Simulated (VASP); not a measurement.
A run of VASP 6.6.1:

File INCAR:

```
SYSTEM = Pd3PbC
PREC = Accurate
ENCUT = 520
EDIFF = 1E-6
ISMEAR = -1
SIGMA = 0.1
LREAL = .FALSE.
LASPH = .TRUE.
NELM = 80
ALGO = Normal
ISIF = 2
LWAVE = .FALSE.
LCHARG = .FALSE.
GGA = PE
NBANDS = 32
```

KPOINTS

```
Automatic mesh
0
G
  3 3 3
  0 0 0
```

Contents of POSCAR:

```
Pd3PbC
1.0
    4.2989450000      0.0000000000      0.0000000000
    0.0000000000      4.2989450000      0.0000000000
    0.0000000000      0.0000000000      4.2989450000
Pd Pb C
3 1 1
Direct
    0.0000000000      0.5000000000      0.5000000000
    0.5000000000      0.5000000000      0.0000000000
    0.5000000000      0.0000000000      0.5000000000
    0.0000000000      0.0000000000      0.0000000000
    0.5000000000      0.5000000000      0.5000000000
```

Potentials or basis: VASP PAW PBE potentials, release 64 (Pd, Pb_d, C).

Command:

```bash
$ cat potpaw_PBE.64/Pd/POTCAR potpaw_PBE.64/Pb_d/POTCAR potpaw_PBE.64/C/POTCAR > POTCAR
$ mpirun -np 1 vasp_std > vasp.out
```

Hardware: 1 thread of Intel Xeon 6975P-C, on a shared host.

Problem. Estimate the wall time of this run.

Solution. Wall time 11 s on 1 thread of Intel Xeon 6975P-C, with other jobs on the host, peak memory 0.18 GiB. Counts: scf iterations 13, k points 4.
